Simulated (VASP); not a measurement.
# Na (Im-3m) in VASP: further runs

Na is run at these levels: PBE; tasks: single point.

All numbers are computed with VASP 6.6.1; they aren't measurements. Logs are shortened: lines on timing, memory, paths and dates and some standing lists are left out, and cuts for length are marked.

### 1 The cell of the first run

It takes space group Im-3m (No. 229, cubic). Conventional cell: a = 4.196 Å, b = 4.196 Å, c = 4.196 Å, α = 90.00°, β = 90.00°, γ = 90.00°. Na (site symmetry m-3m) has 14 Na at 3.63 to 4.20 Å within 4.8 Å.

### 2 Single point, PBE

INCAR reads:

```
PREC = Accurate ; ENCUT = 520
EDIFF = 1E-6 ; ISMEAR = -1
SIGMA = 0.05 ; LREAL = False
LASPH = True ; NELM = 60
ALGO = Normal ; ISIF = 2
LWAVE = False ; LCHARG = False
GGA = PE ; NBANDS = 10
```

KPOINTS reads:

```
Automatic mesh
0
Gamma
  17 17 17
```

POSCAR reads:

```
Na
1.0
   -2.0981080271      2.0981080271      2.0981080271
    2.0981080271     -2.0981080271      2.0981080271
    2.0981080271      2.0981080271     -2.0981080271
Na
1
Direct
    0.0000000000      0.0000000000      0.0000000000
```

Potentials or basis: VASP PAW PBE potentials, release 64 (Na_pv).

Launch:

```console
> cat potpaw_PBE.64/Na_pv/POTCAR > POTCAR
> mpirun -np 1 vasp_std > vasp.out
```

OUTCAR:

```text
PREC = Accurate
   ENCUT = 520
   EDIFF = 1E-6
   ISMEAR = -1
   LREAL = False
   LASPH = True
   NELM = 60
   ISIF = 2
   GGA = PE

 ion  position               nearest neighbor table
   1  0.000  0.000  0.000-

  LATTYP: Found a body centered cubic cell.
 ALAT       =     4.1962160542

  Lattice vectors:

 A1 = (  -2.0981080271,   2.0981080271,   2.0981080271)
 A2 = (   2.0981080271,  -2.0981080271,   2.0981080271)
 A3 = (   2.0981080271,   2.0981080271,  -2.0981080271)

Analysis of symmetry for initial positions (statically):
=====================================================================
 Subroutine PRICEL returns:
 Original cell was already a primitive cell.

 Routine SETGRP: Setting up the symmetry group for a
 body centered cubic supercell.

 Subroutine GETGRP returns: Found 48 space group operations
 (whereof 48 operations were pure point group operations)
 out of a pool of 48 trial point group operations.

The static configuration has the point symmetry O_h .

Analysis of symmetry for dynamics (positions and initial velocities):
=====================================================================
 Subroutine PRICEL returns:
 Original cell was already a primitive cell.

 Routine SETGRP: Setting up the symmetry group for a
 body centered cubic supercell.

 Subroutine GETGRP returns: Found 48 space group operations
 (whereof 48 operations were pure point group operations)
 out of a pool of 48 trial point group operations.

The dynamic configuration has the point symmetry O_h .

 Subroutine INISYM returns: Found 48 space group operations
 (whereof 48 operations are pure point group operations),
 and found     1 'primitive' translations

----------------------------------------------------------------------------------------

                                     Primitive cell

  volume of cell :      36.9440

  direct lattice vectors                    reciprocal lattice vectors
    -2.098108027  2.098108027  2.098108027     0.000000000  0.238309941  0.238309941
     2.098108027 -2.098108027  2.098108027     0.238309941  0.000000000  0.238309941
     2.098108027  2.098108027 -2.098108027     0.238309941  0.238309941  0.000000000

  length of vectors
     3.634029703  3.634029703  3.634029703     0.337021151  0.337021151  0.337021151

  position of ions in fractional coordinates (direct lattice)
     0.000000000  0.000000000  0.000000000
[... 73 lines left out ...]
   LASPH  =      T    aspherical Exc in radial PAW
   ENCUT  =  520.0 eV  38.22 Ry    6.18 a.u.   6.76  6.76  6.76*2*pi/ulx,y,z
   NELM   =     60;   NELMIN=  2; NELMDL= -5     # of ELM steps
   EDIFF  = 0.1E-05   stopping-criterion for ELM
   LREAL  =      F    real-space projection
   EDIFFG = 0.1E-04   stopping-criterion for IOM
   NSW    =      0    number of steps for IOM
   IBRION =     -1    ionic relax: 0-MD 1-quasi-New 2-CG
   NFREE  =      0    steps in history (QN), initial steepest desc. (CG)
   ISIF   =      2    stress and relaxation
   ISYM   =      2    0-nonsym 1-usesym 2-fastsym
   POTIM  = 0.5000    time-step for ionic-motion
   TEBEG  =    0.0;   TEEND  =   0.0 temperature during run
   PSTRESS=    0.0 pullay stress
   NELECT =       7.0000    total number of electrons
   NUPDOWN=      -1.0000    fix difference up-down
   EMIN   =  10.00;   EMAX   =-10.00  energy-range for DOS
   EFERMI =   0.00;   METHOD = LEGACY
   ISMEAR =    -1;   SIGMA  =   0.05  broadening in eV -4-tet -1-fermi 0-gaus
   EFERMI_NEDOS =   21; number of points for ismear=-14 and -15
   IALGO  =     38    algorithm
   IMIX   =      4    mixing-type and parameters
     AMIX     =   0.40;   BMIX     =  1.00
     AMIX_MAG =   1.60;   BMIX_MAG =  1.00
  volume/ion in A,a.u.               =      36.94       249.31
  Fermi-wavevector in a.u.,A,eV,Ry     =   0.940285  1.776882 12.029408  0.884137
  Thomas-Fermi vector in A             =   2.067682
   LORBIT       =      0    0 simple, 1 ext, 2 COOP (PROOUT), +10 PAW based schemes
   GGA     = PE    functional components
   LHFCALC =     F    Hartree Fock is set to
   AEXX    =    0.0000 exact exchange contribution
   IVDW    =     0    specifies the selected vdW correction
   LEPSILON=     F    determine dielectric tensor
   LRPA    =     F    only Hartree local field effects (RPA)
 non-spin polarized calculation
  energy-cutoff  :      520.00
  volume of cell :       36.94
 maximum number of plane-waves:      1008
   NGX = 13   NGY = 13   NGZ = 13

 number of electron       7.0000004 magnetization

 Free energy of the ion-electron system (eV)
  ---------------------------------------------------
  ext. energy  EPLUGINS =         0.00000000
  ---------------------------------------------------
  free energy    TOTEN  =        -1.31263688 eV

  energy without entropy =       -1.30856669  energy(sigma->0) =       -1.31060178

 E-fermi :   0.3465     XC(G=0):  -6.5112

 val. band max:        0.3137549277   @ k =  -0.3529   0.4118   0.1765
 cond. band min:       0.4222737543   @ k =   0.4118   0.0588   0.0000
 fundamental gap:      0.1085188266
 Fermi energy:         0.3464929625

 k-point     1 :       0.0000    0.0000    0.0000
  band No.  band energies     occupation
      1     -24.5600      2.00000
      2     -24.5600      2.00000
      3     -24.5600      2.00000
      4      -2.9465      2.00000
      5      12.0935      0.00000
      6      12.0935      0.00000
      7      12.0935      0.00000
      8      13.0961      0.00000
      9      13.0961      0.00000
     10      13.6541      0.00000
[... 287 lines left out ...]
 k-point    24 :       0.1765    0.1765    0.0000
  band No.  band energies     occupation
      1     -24.5828      2.00000
      2     -24.5676      2.00000
      3     -24.5622      2.00000
      4      -1.3200      2.00000
      5       6.0621      0.00000
      6       6.7842      0.00000
      7       9.4807      0.00000
      8      11.7426      0.00000
      9      12.6817      0.00000
     10      15.0113      0.00000

 [... further k-points ...]
[... 5 lines left out ...]
  --------------------------------------------------------------------------------------
  -------------------------------------------------------------------------------------
  Total       -0.0049586     -0.0049586     -0.0049586      0.0000000      0.0000000      0.0000000
  in kB       -0.2150454     -0.2150454     -0.2150454      0.0000000      0.0000000      0.0000000
  external PRESSURE =      -0.2150454 kB  Pullay stress =       0.0000000 kB

 VOLUME and BASIS-vectors are now :
 -----------------------------------------------------------------------------
  energy-cutoff  :      520.00
  volume of cell :       36.94
      direct lattice vectors                 reciprocal lattice vectors
    -2.098108027  2.098108027  2.098108027     0.000000000  0.238309941  0.238309941
     2.098108027 -2.098108027  2.098108027     0.238309941  0.000000000  0.238309941
     2.098108027  2.098108027 -2.098108027     0.238309941  0.238309941  0.000000000

 POSITION                                       TOTAL-FORCE (eV/Angst)
 -----------------------------------------------------------------------------------
      0.00000      0.00000      0.00000         0.000000      0.000000      0.000000
 -----------------------------------------------------------------------------------
    total drift:                               -0.000000     -0.000000     -0.000000

  FREE ENERGIE OF THE ION-ELECTRON SYSTEM (eV)
  ---------------------------------------------------
  free  energy   TOTEN  =        -1.3126368813 eV

  energy  without entropy=       -1.3085666884  energy(sigma->0) =       -1.31060178
```

stdout:

```text
POSCAR found type information on POSCAR Na
 POSCAR found :  1 types and       1 ions
 scaLAPACK will be used
 LDA part: xc-table for (Slater+PW92), standard interpolation
 POSCAR, INCAR and KPOINTS ok, starting setup
 FFT: planning ... GRIDC
 FFT: planning ... GRID_SOFT
 FFT: planning ... GRID
 WAVECAR not read
 entering main loop
```

It took 33 s on 1 thread of Intel Xeon Platinum 8488C (Sapphire Rapids), shared host; peak memory 0.18 GiB.

What came out:

```
Free energy : -1.3126 eV
Pressure    : 0.0 GPa
```

### 3 Single point, PBE, non-collinear spin, zero start, spin-orbit coupling

INCAR reads:

```
PREC = Accurate
ENCUT = 520
EDIFF = 1E-6
ISMEAR = -1
SIGMA = 0.05
LREAL = False
LASPH = True
NELM = 150
ALGO = Normal
ISIF = 2
LWAVE = False
LCHARG = False
MAGMOM = 0 0 0
LORBIT = 11
LSORBIT = True
GGA_COMPAT = False
LORBMOM = True
GGA = PE
NBANDS = 18
```

KPOINTS is that of step 2.

POSCAR is that of step 2.

Potentials or basis: VASP PAW PBE potentials, release 64 (Na_pv).

Launch:

```console
> cat potpaw_PBE.64/Na_pv/POTCAR > POTCAR
> mpirun -np 1 vasp_ncl > vasp.out
```

Wall time 2.7 min (1 thread of Intel Xeon Platinum 8488C (Sapphire Rapids), shared host); peak memory 0.32 GiB.

The run converged. Its results:

```yaml
Free_energy: -1.3130 eV
Pressure: -0.1 GPa
Net_moment: 0.00 μB per cell
Valence_electrons_inside_the_program's_atomic_spheres: Na 6.06
```

Moments on the atoms (μB; x, y, z):
```
Na  0.00 0.00 0.00
```
